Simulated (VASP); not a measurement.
# BiTe (Fm-3m) in VASP: notebook

BiTe is run at these levels: LDA; tasks: electric field gradients.

All numbers are computed with VASP 6.6.1; they aren't measurements. Logs are shortened: lines on timing, memory, paths and dates and some standing lists are left out, and cuts for length are marked.

## Step 1: The cell of the first run

It takes space group Fm-3m (No. 225, cubic). The conventional cell has a = 6.491 Å, b = 6.491 Å, c = 6.491 Å, α = 90.00°, β = 90.00°, γ = 90.00°. Bi (site symmetry m-3m) has 6 Te at 3.25 Å within 4.3 Å. Te (site symmetry m-3m) has 6 Bi at 3.25 Å within 4.3 Å.

## Step 2: Electric field gradients, LDA (volume scaled by 1.01)

INCAR reads:

```
PREC     = Accurate       # precision mode
ENCUT    = 520            # plane-wave cutoff, eV
EDIFF    = 1E-8           # SCF threshold, eV
ISMEAR   = -1             # smearing method
SIGMA    = 0.08           # smearing width, eV
LREAL    = False          # projectors in reciprocal space
LASPH    = True           # aspherical terms in the spheres
NELM     = 100            # most SCF steps
ALGO     = Normal         # electronic algorithm
ISIF     = 2              # what is computed and relaxed
LWAVE    = False          # write WAVECAR
LCHARG   = False          # write CHGCAR
LEFG     = True         
NBANDS   = 18             # bands
```

KPOINTS reads:

```
regular mesh
0
Gamma
  10 10 10
```

POSCAR reads:

```
BiTe
1.0
    0.0000000000      3.2457475873      3.2457475873
    3.2457475873      0.0000000000      3.2457475873
    3.2457475873      3.2457475873      0.0000000000
Bi Te
1 1
Direct
    0.0000000000      0.0000000000      0.0000000000
    0.5000000000      0.5000000000      0.5000000000
```

Potentials or basis: VASP PAW LDA potentials, release 64 (Bi_d, Te).

Started as:

```bash
> cat potpaw_LDA.64/Bi_d/POTCAR potpaw_LDA.64/Te/POTCAR > POTCAR
> mpirun -np 1 vasp_std > vasp.out
```

OUTCAR:

```text
PREC = Accurate
   ENCUT = 520
   EDIFF = 1E-8
   ISMEAR = -1
   LREAL = False
   LASPH = True
   NELM = 100
   ISIF = 2

 ion  position               nearest neighbor table
   1  0.000  0.000  0.000-   2 3.25   2 3.25   2 3.25   2 3.25   2 3.25   2 3.25
   2  0.500  0.500  0.500-   1 3.25   1 3.25   1 3.25   1 3.25   1 3.25   1 3.25

  LATTYP: Found a face centered cubic cell.
 ALAT       =     6.4914951746

  Lattice vectors:

 A1 = (   0.0000000000,   3.2457475873,   3.2457475873)
 A2 = (   3.2457475873,   0.0000000000,   3.2457475873)
 A3 = (   3.2457475873,   3.2457475873,   0.0000000000)

Analysis of symmetry for initial positions (statically):
=====================================================================
 Subroutine PRICEL returns:
 Original cell was already a primitive cell.

 Routine SETGRP: Setting up the symmetry group for a
 face centered cubic supercell.

 Subroutine GETGRP returns: Found 48 space group operations
 (whereof 48 operations were pure point group operations)
 out of a pool of 48 trial point group operations.

The static configuration has the point symmetry O_h .

Analysis of symmetry for dynamics (positions and initial velocities):
=====================================================================
 Subroutine PRICEL returns:
 Original cell was already a primitive cell.

 Routine SETGRP: Setting up the symmetry group for a
 face centered cubic supercell.

 Subroutine GETGRP returns: Found 48 space group operations
 (whereof 48 operations were pure point group operations)
 out of a pool of 48 trial point group operations.

The dynamic configuration has the point symmetry O_h .

 Subroutine INISYM returns: Found 48 space group operations
 (whereof 48 operations are pure point group operations),
 and found     1 'primitive' translations

----------------------------------------------------------------------------------------

                                     Primitive cell

  volume of cell :      68.3871

  direct lattice vectors                    reciprocal lattice vectors
     0.000000000  3.245747587  3.245747587    -0.154047715  0.154047715  0.154047715
     3.245747587  0.000000000  3.245747587     0.154047715 -0.154047715  0.154047715
     3.245747587  3.245747587  0.000000000     0.154047715  0.154047715 -0.154047715

  length of vectors
     4.590180258  4.590180258  4.590180258     0.266818470  0.266818470  0.266818470

  position of ions in fractional coordinates (direct lattice)
     0.000000000  0.000000000  0.000000000
     0.500000000  0.500000000  0.500000000

  ion indices of the primitive-cell ions
   primitive index   ion index
                 1           1
                 2           2

----------------------------------------------------------------------------------------

 KPOINTS: regular mesh

Automatic generation of k-mesh.
 Grid dimensions read from file:
 generate k-points for:   10   10   10

 Generating k-lattice:

  Cartesian coordinates                     Fractional coordinates (reciprocal lattice)
    -0.015404772  0.015404772  0.015404772     0.100000000  0.000000000  0.000000000
     0.015404772 -0.015404772  0.015404772     0.000000000  0.100000000  0.000000000
     0.015404772  0.015404772 -0.015404772     0.000000000  0.000000000  0.100000000

  Length of vectors
     0.026681847  0.026681847  0.026681847

  Shift w.r.t. Gamma in fractional coordinates (k-lattice)
     0.000000000  0.000000000  0.000000000

 Subroutine IBZKPT returns following result:
 ===========================================

 Found     47 irreducible k-points:

 Following reciprocal coordinates:
            Coordinates               Weight
  0.000000  0.000000  0.000000      1.000000
  0.100000  0.000000  0.000000      8.000000
  0.200000  0.000000  0.000000      8.000000
  0.300000  0.000000  0.000000      8.000000
  0.400000  0.000000  0.000000      8.000000
  0.500000  0.000000  0.000000      4.000000
[... 16 lines left out ...]
  0.300000  0.300000  0.000000      6.000000
  0.400000  0.300000  0.000000     24.000000
 [... further k-points ...]
   k-points           NKPTS =     47   k-points in BZ     NKDIM =     47   number of bands    NBANDS=     18
   number of dos      NEDOS =    301   number of ions     NIONS =      2
   total plane-waves  NPLWV =  46656
   dimension x,y,z NGX =    36 NGY =   36 NGZ =   36
   dimension x,y,z NGXF=    72 NGYF=   72 NGZF=   72
   ions per type =               1   1
   NGX,Y,Z   is equivalent  to a cutoff of  13.04, 13.04, 13.04 a.u.
   NGXF,Y,Z  is equivalent  to a cutoff of  26.08, 26.08, 26.08 a.u.
 SYSTEM =  unknown system
   PREC   = accura    normal or accurate (medium, high low for compatibility)
   ISTART =      0    job   : 0-new  1-cont  2-samecut
   ICHARG =      2    charge: 1-file 2-atom 10-const
   ISPIN  =      1    spin polarized calculation?
   LNONCOLLINEAR =      F non collinear calculations
   LSORBIT =      F    spin-orbit coupling
   LASPH  =      T    aspherical Exc in radial PAW
   ENCUT  =  520.0 eV  38.22 Ry    6.18 a.u.   8.53  8.53  8.53*2*pi/ulx,y,z
   NELM   =    100;   NELMIN=  2; NELMDL= -5     # of ELM steps
   EDIFF  = 0.1E-07   stopping-criterion for ELM
   LREAL  =      F    real-space projection
   EDIFFG = 0.1E-06   stopping-criterion for IOM
   NSW    =      0    number of steps for IOM
   IBRION =     -1    ionic relax: 0-MD 1-quasi-New 2-CG
   NFREE  =      0    steps in history (QN), initial steepest desc. (CG)
   ISIF   =      2    stress and relaxation
   ISYM   =      2    0-nonsym 1-usesym 2-fastsym
   POTIM  = 0.5000    time-step for ionic-motion
   TEBEG  =    0.0;   TEEND  =   0.0 temperature during run
   PSTRESS=    0.0 pullay stress
   NELECT =      21.0000    total number of electrons
   NUPDOWN=      -1.0000    fix difference up-down
   EMIN   =  10.00;   EMAX   =-10.00  energy-range for DOS
   EFERMI =   0.00;   METHOD = LEGACY
   ISMEAR =    -1;   SIGMA  =   0.08  broadening in eV -4-tet -1-fermi 0-gaus
   EFERMI_NEDOS =   21; number of points for ismear=-14 and -15
   IALGO  =     38    algorithm
   IMIX   =      4    mixing-type and parameters
     AMIX     =   0.40;   BMIX     =  1.00
     AMIX_MAG =   1.60;   BMIX_MAG =  1.00
  volume/ion in A,a.u.               =      34.19       230.75
  Fermi-wavevector in a.u.,A,eV,Ry     =   1.104477  2.087158 16.597320  1.219869
  Thomas-Fermi vector in A             =   2.240950
   LORBIT       =      0    0 simple, 1 ext, 2 COOP (PROOUT), +10 PAW based schemes
   GGA     = CA    functional components
   LHFCALC =     F    Hartree Fock is set to
   AEXX    =    0.0000 exact exchange contribution
   IVDW    =     0    specifies the selected vdW correction
   LEPSILON=     F    determine dielectric tensor
   LRPA    =     F    only Hartree local field effects (RPA)
 non-spin polarized calculation
  energy-cutoff  :      520.00
  volume of cell :       68.39
 maximum number of plane-waves:      1863
 NGX is ok and might be reduce to    36
   NGX = 17   NGY = 17   NGZ = 17

 number of electron      20.9999998 magnetization

 Free energy of the ion-electron system (eV)
  ---------------------------------------------------
  ext. energy  EPLUGINS =         0.00000000
  ---------------------------------------------------
  free energy    TOTEN  =        -8.49041378 eV

  energy without entropy =       -8.45975581  energy(sigma->0) =       -8.47508480

 E-fermi :   6.2985     XC(G=0):  -9.6326

 val. band max:        6.2860757408   @ k =   0.2000   0.2000   0.0000
 cond. band min:       6.3132181732   @ k =   0.5000   0.1000   0.0000
 fundamental gap:      0.0271424324
 Fermi energy:         6.2985040999

 k-point     1 :       0.0000    0.0000    0.0000
  band No.  band energies     occupation
      1     -16.7573      2.00000
      2     -16.7573      2.00000
      3     -16.7508      2.00000
      4     -16.7508      2.00000
      5     -16.7508      2.00000
      6      -7.1484      2.00000
[... 10 lines left out ...]
     17      12.3253      0.00000
     18      12.8362      0.00000

 k-point     2 :       0.1000    0.0000    0.0000
  band No.  band energies     occupation
      1     -16.7577      2.00000
      2     -16.7577      2.00000
      3     -16.7506      2.00000
      4     -16.7503      2.00000
      5     -16.7503      2.00000
      6      -7.0604      2.00000
[... 10 lines left out ...]
     17      12.9278      0.00000
     18      13.4923      0.00000
[... 442 lines left out ...]
 k-point    24 :       0.4000    0.3000    0.0000
  band No.  band energies     occupation
      1     -16.7673      2.00000
      2     -16.7545      2.00000
      3     -16.7528      2.00000
      4     -16.7431      2.00000
      5     -16.7428      2.00000
      6      -5.8614      2.00000
[... 10 lines left out ...]
     17      15.2328      0.00000
     18      15.3158      0.00000

 [... further k-points ...]
[... 5 lines left out ...]
  --------------------------------------------------------------------------------------
  -------------------------------------------------------------------------------------
  Total       -1.3485041     -1.3485041     -1.3485041      0.0000000      0.0000000      0.0000000
  in kB      -31.5928365    -31.5928365    -31.5928365      0.0000000      0.0000000      0.0000000
  external PRESSURE =     -31.5928365 kB  Pullay stress =       0.0000000 kB

 VOLUME and BASIS-vectors are now :
 -----------------------------------------------------------------------------
  energy-cutoff  :      520.00
  volume of cell :       68.39
      direct lattice vectors                 reciprocal lattice vectors
     0.000000000  3.245747587  3.245747587    -0.154047715  0.154047715  0.154047715
     3.245747587  0.000000000  3.245747587     0.154047715 -0.154047715  0.154047715
     3.245747587  3.245747587  0.000000000     0.154047715  0.154047715 -0.154047715

 POSITION                                       TOTAL-FORCE (eV/Angst)
 -----------------------------------------------------------------------------------
      0.00000      0.00000      0.00000        -0.000000      0.000000     -0.000000
      3.24575      3.24575      3.24575         0.000000     -0.000000      0.000000
 -----------------------------------------------------------------------------------
    total drift:                               -0.000000      0.000000      0.000000

  FREE ENERGIE OF THE ION-ELECTRON SYSTEM (eV)
  ---------------------------------------------------
  free  energy   TOTEN  =        -8.4904137799 eV

  energy  without entropy=       -8.4597558135  energy(sigma->0) =       -8.47508480

 Electric field gradients (V/A^2)
---------------------------------------------------------------------
 ion       V_xx      V_yy      V_zz      V_xy      V_xz      V_yz
---------------------------------------------------------------------
   1      -0.000     0.000     0.000     0.001     0.001     0.001
   2       0.000     0.000    -0.000    -0.000    -0.000    -0.000
---------------------------------------------------------------------

 Electric field gradients after diagonalization (V/A^2)
 (convention: |V_zz| > |V_xx| > |V_yy|)
----------------------------------------------------------------------
 ion       V_xx      V_yy      V_zz     asymmetry (V_yy - V_xx)/ V_zz
----------------------------------------------------------------------
   1      -0.001    -0.001     0.001       0.000
   2       0.000     0.000    -0.000       0.000
----------------------------------------------------------------------

           NMR quadrupolar parameters

 Cq : quadrupolar parameter    Cq=e*Q*V_zz/h
 eta: asymmetry parameters     (V_yy - V_xx)/ V_zz
 Q  : nuclear electric quadrupole moment in mb (millibarn)
----------------------------------------------------------------------
 ion       Cq(MHz)       eta       Q (mb)
----------------------------------------------------------------------
   1       0.000       0.000       1.000
   2      -0.000       0.000       1.000
----------------------------------------------------------------------
```

It took 24 s on 1 thread of Intel Xeon 6975P-C (Granite Rapids), shared host; peak memory 0.2 GiB.

What came out:

* Free energy: -8.4904 eV
* Pressure: -3.2 GPa

Caveat: without QUAD_EFG the Cq values of the log hold for a quadrupole moment of 1 mb, not for the nuclei; spin-orbit coupling is left out, which moves the levels of the heavy elements.

## Step 3: Electric field gradients, LDA (volume scaled by 1.01)

INCAR reads:

```
SYSTEM = BiTe
PREC = Accurate
ENCUT = 520
EDIFF = 1E-8
ISMEAR = -1
SIGMA = 0.08
LREAL = .FALSE.
LASPH = .TRUE.
NELM = 100
ALGO = Normal
ISIF = 2
LWAVE = .FALSE.
LCHARG = .FALSE.
LEFG = .TRUE.
NBANDS = 18
```

KPOINTS reads:

```
regular mesh
0
G
  10 10 10
  0 0 0
```

POSCAR is that of step 2.

Potentials or basis: VASP PAW LDA potentials, release 64 (Bi_d, Te).

Started as:

```bash
> cat potpaw_LDA.64/Bi_d/POTCAR potpaw_LDA.64/Te/POTCAR > POTCAR
> mpirun -np 1 vasp_std > vasp.out
```

OUTCAR:

```text
SYSTEM = BiTe
   PREC = Accurate
   ENCUT = 520
   EDIFF = 1E-8
   ISMEAR = -1
   LREAL = .FALSE.
   LASPH = .TRUE.
   NELM = 100
   ISIF = 2

 ion  position               nearest neighbor table
   1  0.000  0.000  0.000-   2 3.25   2 3.25   2 3.25   2 3.25   2 3.25   2 3.25
   2  0.500  0.500  0.500-   1 3.25   1 3.25   1 3.25   1 3.25   1 3.25   1 3.25

  LATTYP: Found a face centered cubic cell.
 ALAT       =     6.4914951746

  Lattice vectors:

 A1 = (   0.0000000000,   3.2457475873,   3.2457475873)
 A2 = (   3.2457475873,   0.0000000000,   3.2457475873)
 A3 = (   3.2457475873,   3.2457475873,   0.0000000000)

Analysis of symmetry for initial positions (statically):
=====================================================================
 Subroutine PRICEL returns:
 Original cell was already a primitive cell.

 Routine SETGRP: Setting up the symmetry group for a
 face centered cubic supercell.

 Subroutine GETGRP returns: Found 48 space group operations
 (whereof 48 operations were pure point group operations)
 out of a pool of 48 trial point group operations.

The static configuration has the point symmetry O_h .

Analysis of symmetry for dynamics (positions and initial velocities):
=====================================================================
 Subroutine PRICEL returns:
 Original cell was already a primitive cell.

 Routine SETGRP: Setting up the symmetry group for a
 face centered cubic supercell.

 Subroutine GETGRP returns: Found 48 space group operations
 (whereof 48 operations were pure point group operations)
 out of a pool of 48 trial point group operations.

The dynamic configuration has the point symmetry O_h .

[... 149 lines left out ...]
 cond. band min:       6.3132181732   @ k =   0.5000   0.1000   0.0000
 fundamental gap:      0.0271424324
 Fermi energy:         6.2985040999

 k-point     1 :       0.0000    0.0000    0.0000
  band No.  band energies     occupation
      1     -16.7573      2.00000
      2     -16.7573      2.00000
      3     -16.7508      2.00000
      4     -16.7508      2.00000
      5     -16.7508      2.00000
      6      -7.1484      2.00000
[... 481 lines left out ...]
      5     -16.7428      2.00000
      6      -5.8614      2.00000
[... 10 lines left out ...]
     17      15.2328      0.00000
     18      15.3158      0.00000

 [... further k-points ...]
[... 5 lines left out ...]
  --------------------------------------------------------------------------------------
  -------------------------------------------------------------------------------------
  Total       -1.3485041     -1.3485041     -1.3485041      0.0000000      0.0000000      0.0000000
  in kB      -31.5928365    -31.5928365    -31.5928365      0.0000000      0.0000000      0.0000000
  external PRESSURE =     -31.5928365 kB  Pullay stress =       0.0000000 kB

 VOLUME and BASIS-vectors are now :
 -----------------------------------------------------------------------------
  energy-cutoff  :      520.00
  volume of cell :       68.39
      direct lattice vectors                 reciprocal lattice vectors
     0.000000000  3.245747587  3.245747587    -0.154047715  0.154047715  0.154047715
     3.245747587  0.000000000  3.245747587     0.154047715 -0.154047715  0.154047715
     3.245747587  3.245747587  0.000000000     0.154047715  0.154047715 -0.154047715

 POSITION                                       TOTAL-FORCE (eV/Angst)
 -----------------------------------------------------------------------------------
      0.00000      0.00000      0.00000        -0.000000      0.000000     -0.000000
      3.24575      3.24575      3.24575         0.000000     -0.000000      0.000000
 -----------------------------------------------------------------------------------
    total drift:                               -0.000000      0.000000      0.000000

  FREE ENERGIE OF THE ION-ELECTRON SYSTEM (eV)
  ---------------------------------------------------
  free  energy   TOTEN  =        -8.4904137799 eV

  energy  without entropy=       -8.4597558135  energy(sigma->0) =       -8.47508480

 Electric field gradients (V/A^2)
---------------------------------------------------------------------
 ion       V_xx      V_yy      V_zz      V_xy      V_xz      V_yz
---------------------------------------------------------------------
   1      -0.000     0.000     0.000     0.001     0.001     0.001
   2       0.000     0.000    -0.000    -0.000    -0.000    -0.000
---------------------------------------------------------------------

 Electric field gradients after diagonalization (V/A^2)
 (convention: |V_zz| > |V_xx| > |V_yy|)
----------------------------------------------------------------------
 ion       V_xx      V_yy      V_zz     asymmetry (V_yy - V_xx)/ V_zz
----------------------------------------------------------------------
   1      -0.001    -0.001     0.001       0.000
   2       0.000     0.000    -0.000       0.000
----------------------------------------------------------------------

           NMR quadrupolar parameters

 Cq : quadrupolar parameter    Cq=e*Q*V_zz/h
 eta: asymmetry parameters     (V_yy - V_xx)/ V_zz
 Q  : nuclear electric quadrupole moment in mb (millibarn)
----------------------------------------------------------------------
 ion       Cq(MHz)       eta       Q (mb)
----------------------------------------------------------------------
   1       0.000       0.000       1.000
   2      -0.000       0.000       1.000
----------------------------------------------------------------------
```

Wall time 23 s (1 thread of Intel Xeon 6975P-C (Granite Rapids), shared host); peak memory 0.2 GiB.

Results:

```yaml
Free_energy: -8.4904 eV
Pressure: -3.2 GPa
```

Caveat: without QUAD_EFG the Cq values of the log hold for a quadrupole moment of 1 mb, not for the nuclei; spin-orbit coupling is left out, which moves the levels of the heavy elements.
